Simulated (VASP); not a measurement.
# Y16HCO in VASP: single point with PBE

Aim: the single point of Y16HCO with PBE.

All numbers are computed with VASP 6.6.1; they aren't measurements. Logs are shortened: lines on timing, memory, paths and dates and some standing lists are left out, and cuts for length are marked.

**1. The cell of the first run**

The cell holds a slab with vacuum, 19 atoms: a = 7.300 Å, b = 7.300 Å, c = 21.601 Å, α = 90.00°, β = 90.00°, γ = 60.00°.

**2. Single point, PBE**

File INCAR:

```
PREC     = Accurate       # precision mode
ENCUT    = 520            # plane-wave cutoff, eV
EDIFF    = 1E-6           # SCF threshold, eV
ISMEAR   = 0              # smearing method
SIGMA    = 0.05           # smearing width, eV
LREAL    = False          # projectors in reciprocal space
LASPH    = True           # aspherical terms in the spheres
NELM     = 120            # most SCF steps
ALGO     = Normal         # electronic algorithm
ISIF     = 2              # what is computed and relaxed
LWAVE    = False          # write WAVECAR
LCHARG   = True           # write CHGCAR
GGA      = PE             # functional
LELF     = True           # ELF
LVHAR    = True         
NBANDS   = 108            # bands
GGA_COMPAT= False        
NELMDL   = -8
```

File KPOINTS:

```
regular mesh
0
Gamma
  3 3 1
```

File POSCAR:

```
Y16HCO
1.0
    7.3000000000      0.0000000000      0.0000000000
    3.6500000000      6.3219850000      0.0000000000
    0.0000000000      0.0000000000     21.6012250000
Y C H O
16 1 1 1
Direct
   -0.1666666403      0.3333332806      0.0462936708
    0.3333333597      0.3333332806      0.0462936708
   -0.1666666798      0.8333333597      0.0462936708
    0.3333333202      0.8333333597      0.0462936708
    0.0023559953     -0.0005966480      0.1749720213
    0.5016774029     -0.0013252167      0.1759207175
    0.0006889995      0.4977414530      0.1758103996
    0.4956189893      0.5022118844      0.1758513232
   -0.1868520311      0.3373799527      0.3062265682
    0.3315737698      0.3283231453      0.3115107592
   -0.1570182536      0.8297976031      0.3085916192
    0.3346305434      0.8383890503      0.3154374810
   -0.0044929467      0.0124497290      0.4499493432
    0.5380107454     -0.0266354634      0.4502939532
   -0.0129456976      0.4818711212      0.4304143399
    0.4275610358      0.5318250518      0.4519587662
    0.8722858338      0.7936880584      0.4806900998
    1.1268137322      0.9897133574      0.5374682686
    1.0938855403      0.6726585084      0.4870974216
```

Potentials or basis: VASP PAW PBE potentials, release 64 (Y_sv, C, H, O).

Started as:

```sh
$ cat potpaw_PBE.64/Y_sv/POTCAR potpaw_PBE.64/C/POTCAR potpaw_PBE.64/H/POTCAR potpaw_PBE.64/O/POTCAR > POTCAR
$ mpirun -np 1 vasp_std > vasp.out
```

OUTCAR:

```text
PREC = Accurate
   ENCUT = 520
   EDIFF = 1E-6
   ISMEAR = 0
   LREAL = False
   LASPH = True
   NELM = 120
   ISIF = 2
   GGA = PE
   NELMDL = -8

 ion  position               nearest neighbor table
   1  0.833  0.333  0.046-   5 3.49   7 3.50   8 3.52   3 3.65   4 3.65   2 3.65   2 3.65   4 3.65
                             3 3.65
   2  0.333  0.333  0.046-   8 3.50   7 3.50   6 3.51   4 3.65   3 3.65   1 3.65   1 3.65   3 3.65
                             4 3.65
   3  0.833  0.833  0.046-   5 3.49   6 3.50   7 3.51   1 3.65   2 3.65   4 3.65   4 3.65   2 3.65
                             1 3.65
   4  0.333  0.833  0.046-   5 3.48   8 3.49   6 3.51   2 3.65   1 3.65   3 3.65   3 3.65   1 3.65
                             2 3.65
   5  0.002  0.999  0.175-   4 3.48   1 3.49   3 3.49   9 3.55  11 3.56   8 3.62   7 3.63   6 3.64
                             6 3.66   7 3.67   8 3.68  12 3.69
   6  0.502  0.999  0.176-   3 3.50   4 3.51   2 3.51  11 3.59  10 3.59   5 3.64   8 3.65   7 3.65
                             7 3.65   8 3.65  12 3.66   5 3.66
   7  0.001  0.498  0.176-   1 3.50   2 3.50   3 3.51  11 3.55   9 3.58  10 3.60   8 3.63   5 3.63
                             6 3.65   6 3.65   5 3.67   8 3.67
   8  0.496  0.502  0.176-   9 3.46   4 3.49   2 3.50   1 3.52   5 3.62  10 3.63   7 3.63   6 3.65
                             6 3.65   7 3.67   5 3.68  12 3.69
   9  0.813  0.337  0.306-  15 3.36   8 3.46  10 3.55   5 3.55   7 3.58  12 3.58  11 3.60  11 3.71
                            13 3.73  12 3.73  10 3.75  16 3.98
  10  0.332  0.328  0.312-  15 3.37   9 3.55  12 3.57   6 3.59  16 3.60   7 3.60  11 3.62   8 3.63
                            11 3.69  12 3.74  14 3.75   9 3.75
  11  0.843  0.830  0.309-  15 3.44   7 3.55   5 3.56   6 3.59   9 3.60  10 3.62  14 3.62  12 3.62
                            12 3.68  10 3.69   9 3.71  13 3.72
  12  0.335  0.838  0.315-  16 3.56  10 3.57   9 3.58  13 3.61  14 3.62  11 3.62   6 3.66  11 3.68
                             8 3.69   5 3.69   9 3.73  10 3.74
  13  0.996  0.012  0.450-  18 2.09  17 2.29  19 2.35  16 3.35  15 3.42  14 3.49  12 3.61  11 3.72
                             9 3.73  14 3.83  15 3.93  16 3.98
  14  0.538  0.973  0.450-  17 2.21  15 3.47  13 3.49  11 3.62  12 3.62  16 3.69  16 3.74  10 3.75
                            13 3.83  15 3.90
  15  0.987  0.482  0.430-  19 2.27  17 2.27   9 3.36  10 3.37  13 3.42  11 3.44  16 3.44  14 3.47
                            14 3.90  13 3.93  16 3.94
  16  0.428  0.532  0.452-  19 2.25  13 3.35  15 3.44  12 3.56  10 3.60  14 3.69  14 3.74  15 3.94
                            13 3.98   9 3.98
  17  0.872  0.794  0.481-  19 1.41  14 2.21  15 2.27  13 2.29
  18  0.127  0.990  0.537-  13 2.09
  19  0.094  0.673  0.487-  17 1.41  16 2.25  15 2.27  13 2.35

  LATTYP: Found a hexagonal cell.
 ALAT       =     7.2999996123
 C/A-ratio  =     2.9590720749

  Lattice vectors:

 A1 = (  -3.6500000000,  -6.3219850000,   0.0000000000)
 A2 = (   7.3000000000,   0.0000000000,   0.0000000000)
 A3 = (   0.0000000000,   0.0000000000,  21.6012250000)

Analysis of symmetry for initial positions (statically):
=====================================================================
 Subroutine PRICEL returns:
 Original cell was already a primitive cell.

 Routine SETGRP: Setting up the symmetry group for a
 hexagonal supercell.

 Subroutine GETGRP returns: Found  1 space group operations
 (whereof  1 operations were pure point group operations)
 out of a pool of 24 trial point group operations.

The static configuration has the point symmetry C_1 .

Analysis of symmetry for dynamics (positions and initial velocities):
=====================================================================
 Subroutine PRICEL returns:
 Original cell was already a primitive cell.

 Routine SETGRP: Setting up the symmetry group for a
 hexagonal supercell.

 Subroutine GETGRP returns: Found  1 space group operations
 (whereof  1 operations were pure point group operations)
 out of a pool of 24 trial point group operations.

The dynamic configuration has the point symmetry C_1 .

 Subroutine INISYM returns: Found  1 space group operations
 (whereof  1 operations are pure point group operations),
 and found     1 'primitive' translations

----------------------------------------------------------------------------------------

                                     Primitive cell

  volume of cell :     996.9071

  direct lattice vectors                    reciprocal lattice vectors
     7.300000000  0.000000000  0.000000000     0.136986301 -0.079089084  0.000000000
     3.650000000  6.321985000  0.000000000     0.000000000  0.158178167  0.000000000
[... 56 lines left out ...]
 Generating k-lattice:

  Cartesian coordinates                     Fractional coordinates (reciprocal lattice)
     0.045662100 -0.026363028  0.000000000     0.333333333  0.000000000  0.000000000
     0.000000000  0.052726056  0.000000000     0.000000000  0.333333333  0.000000000
     0.000000000  0.000000000  0.046293671     0.000000000  0.000000000  1.000000000

  Length of vectors
     0.052726053  0.052726056  0.046293671

  Shift w.r.t. Gamma in fractional coordinates (k-lattice)
     0.000000000  0.000000000  0.000000000

 Subroutine IBZKPT returns following result:
 ===========================================

 Found      5 irreducible k-points:

 Following reciprocal coordinates:
            Coordinates               Weight
  0.000000  0.000000  0.000000      1.000000
  0.333333  0.000000  0.000000      2.000000
  0.333333  0.333333  0.000000      2.000000
  0.000000  0.333333  0.000000      2.000000
 -0.333333  0.333333  0.000000      2.000000
   k-points           NKPTS =      5   k-points in BZ     NKDIM =      5   number of bands    NBANDS=    108
   number of dos      NEDOS =    301   number of ions     NIONS =     19
   total plane-waves  NPLWV = 472392
   dimension x,y,z NGX =    54 NGY =   54 NGZ =  162
   dimension x,y,z NGXF=   108 NGYF=  108 NGZF=  324
   ions per type =              16   1   1   1
   NGX,Y,Z   is equivalent  to a cutoff of  12.30, 12.30, 12.47 a.u.
   NGXF,Y,Z  is equivalent  to a cutoff of  24.60, 24.60, 24.94 a.u.
 SYSTEM =  unknown system
   PREC   = accura    normal or accurate (medium, high low for compatibility)
   ISTART =      0    job   : 0-new  1-cont  2-samecut
   ICHARG =      2    charge: 1-file 2-atom 10-const
   ISPIN  =      1    spin polarized calculation?
   LNONCOLLINEAR =      F non collinear calculations
   LSORBIT =      F    spin-orbit coupling
   LASPH  =      T    aspherical Exc in radial PAW
   ENCUT  =  520.0 eV  38.22 Ry    6.18 a.u.  13.57 13.57 40.16*2*pi/ulx,y,z
   NELM   =    120;   NELMIN=  2; NELMDL= -8     # of ELM steps
   EDIFF  = 0.1E-05   stopping-criterion for ELM
   LREAL  =      F    real-space projection
   EDIFFG = 0.1E-04   stopping-criterion for IOM
   NSW    =      0    number of steps for IOM
   IBRION =     -1    ionic relax: 0-MD 1-quasi-New 2-CG
   NFREE  =      0    steps in history (QN), initial steepest desc. (CG)
   ISIF   =      2    stress and relaxation
   ISYM   =      2    0-nonsym 1-usesym 2-fastsym
   POTIM  = 0.5000    time-step for ionic-motion
   TEBEG  =    0.0;   TEEND  =   0.0 temperature during run
   PSTRESS=    0.0 pullay stress
   NELECT =     187.0000    total number of electrons
   NUPDOWN=      -1.0000    fix difference up-down
   EMIN   =  10.00;   EMAX   =-10.00  energy-range for DOS
   EFERMI =   0.00;   METHOD = LEGACY
   ISMEAR =     0;   SIGMA  =   0.05  broadening in eV -4-tet -1-fermi 0-gaus
   EFERMI_NEDOS =   21; number of points for ismear=-14 and -15
   IALGO  =     38    algorithm
   IMIX   =      4    mixing-type and parameters
     AMIX     =   0.40;   BMIX     =  1.00
     AMIX_MAG =   1.60;   BMIX_MAG =  1.00
  volume/ion in A,a.u.               =      52.47       354.08
  Fermi-wavevector in a.u.,A,eV,Ry     =   0.937139  1.770935 11.949026  0.878229
  Thomas-Fermi vector in A             =   2.064219
   LORBIT       =      0    0 simple, 1 ext, 2 COOP (PROOUT), +10 PAW based schemes
   GGA     = PE    functional components
   LHFCALC =     F    Hartree Fock is set to
   AEXX    =    0.0000 exact exchange contribution
   IVDW    =     0    specifies the selected vdW correction
   LEPSILON=     F    determine dielectric tensor
   LRPA    =     F    only Hartree local field effects (RPA)
 non-spin polarized calculation
 Gauss-broadening in eV      SIGMA  =   0.05
  energy-cutoff  :      520.00
  volume of cell :      996.91
 maximum number of plane-waves:     26871
 NGX is ok and might be reduce to    54
   NGX = 27   NGY = 27   NGZ = 81

 number of electron     187.0000001 magnetization

 Free energy of the ion-electron system (eV)
  ---------------------------------------------------
  ext. energy  EPLUGINS =         0.00000000
  ---------------------------------------------------
  free energy    TOTEN  =      -118.19262006 eV

  energy without entropy =     -118.14301991  energy(sigma->0) =     -118.16781998

 E-fermi :   0.1234     XC(G=0):  -5.9204

 val. band max:        0.0983671071   @ k =   0.0000   0.0000   0.0000
 cond. band min:       0.1322300505   @ k =   0.3333   0.0000   0.0000
 fundamental gap:      0.0338629434
 Fermi energy:         0.1233604916

 k-point     1 :       0.0000    0.0000    0.0000
  band No.  band energies     occupation
      1     -43.1812      2.00000
      2     -42.9991      2.00000
      3     -42.9711      2.00000
      4     -42.9656      2.00000
      5     -42.9426      2.00000
      6     -42.6620      2.00000
[... 529 lines left out ...]
    104       0.6212      0.00000
    105       0.7073      0.00000
 [bands above 105 left out]

------------------------ aborting loop because EDIFF is reached ----------------------------------------

  FORCE on cell =-STRESS in cart. coord.  units (eV):
  Direction    XX          YY          ZZ          XY          YZ          ZX
  --------------------------------------------------------------------------------------
  -------------------------------------------------------------------------------------
  Total       -4.1743903     -0.0516490     -2.4674883      3.5219833      0.5676378      1.4835583
  in kB       -6.7088632     -0.0830076     -3.9656190      5.6603485      0.9122780      2.3842978
  external PRESSURE =      -3.5858299 kB  Pullay stress =       0.0000000 kB

 VOLUME and BASIS-vectors are now :
 -----------------------------------------------------------------------------
  energy-cutoff  :      520.00
  volume of cell :      996.91
      direct lattice vectors                 reciprocal lattice vectors
     7.300000000  0.000000000  0.000000000     0.136986301 -0.079089084  0.000000000
     3.650000000  6.321985000  0.000000000     0.000000000  0.158178167  0.000000000
     0.000000000  0.000000000 21.601225000     0.000000000  0.000000000  0.046293671

 POSITION                                       TOTAL-FORCE (eV/Angst)
 -----------------------------------------------------------------------------------
      7.30000      2.10733      1.00000        -0.035278      0.005057      0.032029
      3.65000      2.10733      1.00000         0.029708      0.031514      0.014378
      9.12500      5.26832      1.00000         0.007989     -0.005033      0.115955
      5.47500      5.26832      1.00000        -0.015645     -0.013794      0.023520
      3.66502      6.31821      3.77961         0.006369     -0.013154      0.015653
      7.30741      6.31361      3.80010         0.005278     -0.008357      0.011569
[... 11 lines left out ...]
      4.53819      6.25695     11.60997         0.707651      0.238940     -0.246260
      3.14057      4.25254     10.52190         0.070117     -0.100412      0.036307
 -----------------------------------------------------------------------------------
    total drift:                                0.000087      0.000530     -0.000578

  FREE ENERGIE OF THE ION-ELECTRON SYSTEM (eV)
  ---------------------------------------------------
  free  energy   TOTEN  =      -118.1926200603 eV

  energy  without entropy=     -118.1430199057  energy(sigma->0) =     -118.16781998
```

Run time: 57 min. Hardware: 1 thread of Intel Xeon Platinum 8375C at 2.90GHz (Ice Lake), shared host; peak memory 1.2 GiB.

Results:

| Quantity | Value |
| --- | --- |
| Free energy | -118.1926 eV |
| Largest force | 0.786 eV/Å |
| Band gap on the k mesh | zero (an odd number of electrons rules out a gap without spin polarisation) |

Forces on the atoms (eV/Å):
```
Y   -0.035  0.005  0.032
Y    0.030  0.032  0.014
Y    0.008 -0.005  0.116
Y   -0.016 -0.014  0.024
Y    0.006 -0.013  0.016
Y    0.005 -0.008  0.012
Y    0.006 -0.002  0.008
Y   -0.002 -0.005 -0.003
Y   -0.016 -0.014 -0.031
Y   -0.006 -0.001 -0.010
Y   -0.024 -0.009  0.037
Y   -0.032 -0.011  0.035
Y   -0.109 -0.025 -0.080
Y   -0.156 -0.043  0.056
Y   -0.052 -0.072 -0.016
Y   -0.107 -0.020  0.020
C   -0.278  0.068 -0.019
H    0.708  0.239 -0.246
O    0.070 -0.100  0.036
```

Caveat: there is no dipole correction, which matters where the two faces differ.

The gap in the log of VASP goes by the Fermi energy; the results here count the filled bands.